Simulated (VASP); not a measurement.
# Hg (R-3m) in VASP: electric field gradients with PBE

Aim: the electric field gradients of Hg with PBE.

All numbers are computed with VASP 6.6.1; they aren't measurements. Logs are shortened: lines on timing, memory, paths and dates and some standing lists are left out, and cuts for length are marked.

## 1. The cell of the first run

It takes space group R-3m (No. 166, trigonal). The conventional cell has a = 3.460 Å, b = 3.460 Å, c = 6.702 Å, α = 90.00°, β = 90.00°, γ = 120.00°. Hg (site symmetry -3m) has 12 Hg at 3.00 to 3.46 Å within 3.9 Å.

## 2. Electric field gradients, PBE

Input file INCAR:

```
SYSTEM = Hg
PREC     = Accurate       ! precision mode
ENCUT    = 520            ! plane-wave cutoff, eV
EDIFF    = 1E-8           ! SCF threshold, eV
ISMEAR   = -1             ! smearing method
SIGMA    = 0.03           ! smearing width, eV
LREAL    = .False.        ! projectors in reciprocal space
LASPH    = .True.         ! aspherical terms in the spheres
NELM     = 100            ! most SCF steps
ALGO     = Normal         ! electronic algorithm
ISIF     = 2              ! what is computed and relaxed
LWAVE    = .False.        ! write WAVECAR
LCHARG   = .False.        ! write CHGCAR
GGA      = PE             ! functional
LEFG     = .True.       
NBANDS   = 12             ! bands
```

Input file KPOINTS:

```
Automatic mesh
0
Gamma
  15 15 15
  0 0 0
```

Input file POSCAR:

```
Hg
1.0
    1.7300004553      0.9988162286      2.2340000000
   -1.7300004553      0.9988162286      2.2340000000
    0.0000000000     -1.9976324571      2.2340000000
Hg
1
Direct
    0.0000000000      0.0000000000      0.0000000000
```

Potentials or basis: VASP PAW PBE potentials, release 64 (Hg).

Command:

```sh
$ cat potpaw_PBE.64/Hg/POTCAR > POTCAR
$ mpirun -np 1 vasp_std > vasp.out
```

OUTCAR:

```text
SYSTEM = Hg
   PREC = Accurate
   ENCUT = 520
   EDIFF = 1E-8
   ISMEAR = -1
   LREAL = .False.
   LASPH = .True.
   NELM = 100
   ISIF = 2
   GGA = PE

 ion  position               nearest neighbor table
   1  0.000  0.000  0.000-

  LATTYP: Found a trigonal (rhomboedric) cell.
 ALAT       =     2.9968802835
 COS(alpha) =     0.3335253405

  Lattice vectors:

 A1 = (   1.7300004553,   0.9988162286,   2.2340000000)
 A2 = (  -1.7300004553,   0.9988162286,   2.2340000000)
 A3 = (   0.0000000000,  -1.9976324571,   2.2340000000)

Analysis of symmetry for initial positions (statically):
=====================================================================
 Subroutine PRICEL returns:
 Original cell was already a primitive cell.

 Routine SETGRP: Setting up the symmetry group for a
 trigonal (rhombohedral) supercell.

 Subroutine GETGRP returns: Found 12 space group operations
 (whereof 12 operations were pure point group operations)
 out of a pool of 12 trial point group operations.

The static configuration has the point symmetry D_3d.

Analysis of symmetry for dynamics (positions and initial velocities):
=====================================================================
 Subroutine PRICEL returns:
 Original cell was already a primitive cell.

 Routine SETGRP: Setting up the symmetry group for a
 trigonal (rhombohedral) supercell.

 Subroutine GETGRP returns: Found 12 space group operations
 (whereof 12 operations were pure point group operations)
 out of a pool of 12 trial point group operations.

The dynamic configuration has the point symmetry D_3d.

 Subroutine INISYM returns: Found 12 space group operations
 (whereof 12 operations are pure point group operations),
 and found     1 'primitive' translations

----------------------------------------------------------------------------------------

                                     Primitive cell

  volume of cell :      23.1615

  direct lattice vectors                    reciprocal lattice vectors
     1.730000455  0.998816229  2.234000000     0.289017265  0.166864196  0.149209191
    -1.730000455  0.998816229  2.234000000    -0.289017265  0.166864196  0.149209191
     0.000000000 -1.997632457  2.234000000     0.000000000 -0.333728391  0.149209191

  length of vectors
     2.996880284  2.996880284  2.996880284     0.365565346  0.365565346  0.365565346

  position of ions in fractional coordinates (direct lattice)
     0.000000000  0.000000000  0.000000000

  ion indices of the primitive-cell ions
   primitive index   ion index
                 1           1

----------------------------------------------------------------------------------------

 KPOINTS: Automatic mesh

Automatic generation of k-mesh.
 Grid dimensions read from file:
 generate k-points for:   15   15   15

 Generating k-lattice:

  Cartesian coordinates                     Fractional coordinates (reciprocal lattice)
     0.019267818  0.011124280  0.009947279     0.066666667  0.000000000  0.000000000
    -0.019267818  0.011124280  0.009947279     0.000000000  0.066666667  0.000000000
     0.000000000 -0.022248559  0.009947279    -0.000000000 -0.000000000  0.066666667

  Length of vectors
     0.024371023  0.024371023  0.024371023

  Shift w.r.t. Gamma in fractional coordinates (k-lattice)
     0.000000000  0.000000000  0.000000000

 Subroutine IBZKPT returns following result:
 ===========================================

 Found    344 irreducible k-points:

 Following reciprocal coordinates:
            Coordinates               Weight
  0.000000  0.000000  0.000000      1.000000
  0.066667 -0.000000 -0.000000      6.000000
  0.133333 -0.000000  0.000000      6.000000
  0.200000  0.000000  0.000000      6.000000
  0.266667 -0.000000  0.000000      6.000000
  0.333333 -0.000000  0.000000      6.000000
[... 16 lines left out ...]
  0.133333  0.133333  0.000000      6.000000
  0.200000  0.133333  0.000000     12.000000
 [... further k-points ...]
   k-points           NKPTS =    344   k-points in BZ     NKDIM =    344   number of bands    NBANDS=     12
   number of dos      NEDOS =    301   number of ions     NIONS =      1
   total plane-waves  NPLWV =  13824
   dimension x,y,z NGX =    24 NGY =   24 NGZ =   24
   dimension x,y,z NGXF=    48 NGYF=   48 NGZF=   48
   ions per type =               1
   NGX,Y,Z   is equivalent  to a cutoff of  13.31, 13.31, 13.31 a.u.
   NGXF,Y,Z  is equivalent  to a cutoff of  26.63, 26.63, 26.63 a.u.
 SYSTEM =  Hg
   PREC   = accura    normal or accurate (medium, high low for compatibility)
   ISTART =      0    job   : 0-new  1-cont  2-samecut
   ICHARG =      2    charge: 1-file 2-atom 10-const
   ISPIN  =      1    spin polarized calculation?
   LNONCOLLINEAR =      F non collinear calculations
   LSORBIT =      F    spin-orbit coupling
   LASPH  =      T    aspherical Exc in radial PAW
   ENCUT  =  520.0 eV  38.22 Ry    6.18 a.u.   5.57  5.57  5.57*2*pi/ulx,y,z
   NELM   =    100;   NELMIN=  2; NELMDL= -5     # of ELM steps
   EDIFF  = 0.1E-07   stopping-criterion for ELM
   LREAL  =      F    real-space projection
   EDIFFG = 0.1E-06   stopping-criterion for IOM
   NSW    =      0    number of steps for IOM
   IBRION =     -1    ionic relax: 0-MD 1-quasi-New 2-CG
   NFREE  =      0    steps in history (QN), initial steepest desc. (CG)
   ISIF   =      2    stress and relaxation
   ISYM   =      2    0-nonsym 1-usesym 2-fastsym
   POTIM  = 0.5000    time-step for ionic-motion
   TEBEG  =    0.0;   TEEND  =   0.0 temperature during run
   PSTRESS=    0.0 pullay stress
   NELECT =      12.0000    total number of electrons
   NUPDOWN=      -1.0000    fix difference up-down
   EMIN   =  10.00;   EMAX   =-10.00  energy-range for DOS
   EFERMI =   0.00;   METHOD = LEGACY
   ISMEAR =    -1;   SIGMA  =   0.03  broadening in eV -4-tet -1-fermi 0-gaus
   EFERMI_NEDOS =   21; number of points for ismear=-14 and -15
   IALGO  =     38    algorithm
   IMIX   =      4    mixing-type and parameters
     AMIX     =   0.40;   BMIX     =  1.00
     AMIX_MAG =   1.60;   BMIX_MAG =  1.00
  volume/ion in A,a.u.               =      23.16       156.30
  Fermi-wavevector in a.u.,A,eV,Ry     =   1.314861  2.484727 23.522560  1.728859
  Thomas-Fermi vector in A             =   2.445084
   LORBIT       =      0    0 simple, 1 ext, 2 COOP (PROOUT), +10 PAW based schemes
   GGA     = PE    functional components
   LHFCALC =     F    Hartree Fock is set to
   AEXX    =    0.0000 exact exchange contribution
   IVDW    =     0    specifies the selected vdW correction
   LEPSILON=     F    determine dielectric tensor
   LRPA    =     F    only Hartree local field effects (RPA)
 non-spin polarized calculation
  energy-cutoff  :      520.00
  volume of cell :       23.16
 maximum number of plane-waves:       646
   NGX = 11   NGY = 11   NGZ = 11

 number of electron      12.0000003 magnetization

 Free energy of the ion-electron system (eV)
  ---------------------------------------------------
  ext. energy  EPLUGINS =         0.00000000
  ---------------------------------------------------
  free energy    TOTEN  =        -0.07728684 eV

  energy without entropy =       -0.07649501  energy(sigma->0) =       -0.07689092

 E-fermi :   2.9719     XC(G=0): -10.9442

 val. band max:        2.9448950687   @ k =  -0.4000   0.2000   0.2000
 cond. band min:       2.9981944652   @ k =  -0.4000   0.4000   0.4000
 fundamental gap:      0.0532993966
 Fermi energy:         2.9719004802

 k-point     1 :       0.0000    0.0000    0.0000
  band No.  band energies     occupation
      1      -6.3809      2.00000
      2      -4.8387      2.00000
      3      -4.8387      2.00000
      4      -3.5270      2.00000
      5      -3.3550      2.00000
      6      -3.3550      2.00000
      7      15.1888      0.00000
      8      15.6421      0.00000
      9      15.6421      0.00000
     10      20.1552      0.00000
     11      21.4191      0.00000
     12      21.4191      0.00000

 k-point     2 :       0.0667   -0.0000   -0.0000
  band No.  band energies     occupation
      1      -6.2795      2.00000
      2      -4.8315      2.00000
      3      -4.8086      2.00000
      4      -3.5249      2.00000
      5      -3.3686      2.00000
      6      -3.3599      2.00000
      7      14.4518      0.00000
      8      15.3544      0.00000
      9      15.7027      0.00000
     10      20.5934      0.00000
     11      21.3673      0.00000
     12      22.0099      0.00000
[... 316 lines left out ...]
 k-point    24 :       0.2000    0.1333    0.0000
  band No.  band energies     occupation
      1      -5.4728      2.00000
      2      -4.7285      2.00000
      3      -4.3654      2.00000
      4      -3.7232      2.00000
      5      -3.4627      2.00000
      6      -3.3297      2.00000
      7      11.5995      0.00000
      8      14.7012      0.00000
      9      15.2419      0.00000
     10      18.6438      0.00000
     11      21.5925      0.00000
     12      22.6240      0.00000

 [... further k-points ...]
[... 5 lines left out ...]
  --------------------------------------------------------------------------------------
  -------------------------------------------------------------------------------------
  Total        0.8950938      0.8950938      0.9872917      0.0000000      0.0000000     -0.0000000
  in kB       61.9174259     61.9174259     68.2951474      0.0000000      0.0000000     -0.0000000
  external PRESSURE =      64.0433331 kB  Pullay stress =       0.0000000 kB

 VOLUME and BASIS-vectors are now :
 -----------------------------------------------------------------------------
  energy-cutoff  :      520.00
  volume of cell :       23.16
      direct lattice vectors                 reciprocal lattice vectors
     1.730000455  0.998816229  2.234000000     0.289017265  0.166864196  0.149209191
    -1.730000455  0.998816229  2.234000000    -0.289017265  0.166864196  0.149209191
     0.000000000 -1.997632457  2.234000000     0.000000000 -0.333728391  0.149209191

 POSITION                                       TOTAL-FORCE (eV/Angst)
 -----------------------------------------------------------------------------------
      0.00000      0.00000      0.00000         0.000000      0.000000     -0.000000
 -----------------------------------------------------------------------------------
    total drift:                                0.000000     -0.000000      0.000000

  FREE ENERGIE OF THE ION-ELECTRON SYSTEM (eV)
  ---------------------------------------------------
  free  energy   TOTEN  =        -0.0772868355 eV

  energy  without entropy=       -0.0764950077  energy(sigma->0) =       -0.07689092

 Electric field gradients (V/A^2)
---------------------------------------------------------------------
 ion       V_xx      V_yy      V_zz      V_xy      V_xz      V_yz
---------------------------------------------------------------------
   1      71.362    71.362  -142.724    -0.000     0.000    -0.000
---------------------------------------------------------------------

 Electric field gradients after diagonalization (V/A^2)
 (convention: |V_zz| > |V_xx| > |V_yy|)
----------------------------------------------------------------------
 ion       V_xx      V_yy      V_zz     asymmetry (V_yy - V_xx)/ V_zz
----------------------------------------------------------------------
   1      71.362    71.362  -142.724       0.000
----------------------------------------------------------------------

           NMR quadrupolar parameters

 Cq : quadrupolar parameter    Cq=e*Q*V_zz/h
 eta: asymmetry parameters     (V_yy - V_xx)/ V_zz
 Q  : nuclear electric quadrupole moment in mb (millibarn)
----------------------------------------------------------------------
 ion       Cq(MHz)       eta       Q (mb)
----------------------------------------------------------------------
   1      -0.345       0.000       1.000
----------------------------------------------------------------------
```

It took 75 s on 1 thread of Intel Xeon 8259CL, shared host; peak memory 0.22 GiB.

What came out:

| Item | Value |
| --- | --- |
| Free energy | -0.0773 eV |
| Pressure | 6.4 GPa |
| Band gap on the k mesh | zero (bands 6 and 7 overlap by 3.04 eV) |
| Largest electric field gradient by atom | Hg -142.7 V/Å² |

Stress tensor (GPa, compression positive):
```
6.19 0.00 0.00
0.00 6.19 0.00
0.00 0.00 6.83
```

Electric field gradients, principal values (V/Å²):
```csv
atom,least,middle,greatest (by size)
1 Hg,71.362,71.362,-142.724
```

Caveat: the cell stands under pressure; without QUAD_EFG the Cq values of the log hold for a quadrupole moment of 1 mb, not for the nuclei; spin-orbit coupling is left out, which moves the levels of the heavy elements.
